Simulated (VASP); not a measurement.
H4C2O, 21 atoms in the cell. The cell holds a disordered packing, 21 atoms: a = 6.887 Å, b = 6.887 Å, c = 6.887 Å, α = 90.00°, β = 90.00°, γ = 90.00°. 

| Quantity | Value |
| --- | --- |
| Program | VASP 6.6.1 |
| Task | single point |
| Functional | PBE |
| Dispersion | D3(BJ) |
| Potentials or basis | VASP PAW PBE potentials, release 64 (C_h, H_h, O_h) |
| Cutoff | 1000 eV |
| k mesh | 1 × 1 × 1 |
| Occupations | fermi-dirac, width 0.05 eV |
| Spin | no spin polarisation |
| Dipole correction | no |
| Further INCAR settings | LREAL = Auto; ALGO = Normal; EDIFF = 1e-06; NBANDS = 43 |

Potentials or basis: VASP PAW PBE potentials, release 64 (C_h, H_h, O_h).

Command:

```console
$ cat potpaw_PBE.64/C_h/POTCAR potpaw_PBE.64/H_h/POTCAR potpaw_PBE.64/O_h/POTCAR > POTCAR
$ mpirun -np 1 vasp_gam > vasp.out
```

Hardware: 1 thread of AMD EPYC 7R13 Processor (Zen 3), on a shared host.

**Question.** Estimate the wall time of this run.

**Answer.** It took 58 s on 1 thread of AMD EPYC 7R13 Processor (Zen 3), on a shared host, peak memory 0.68 GiB. Counts: scf iterations 17, k points 1.
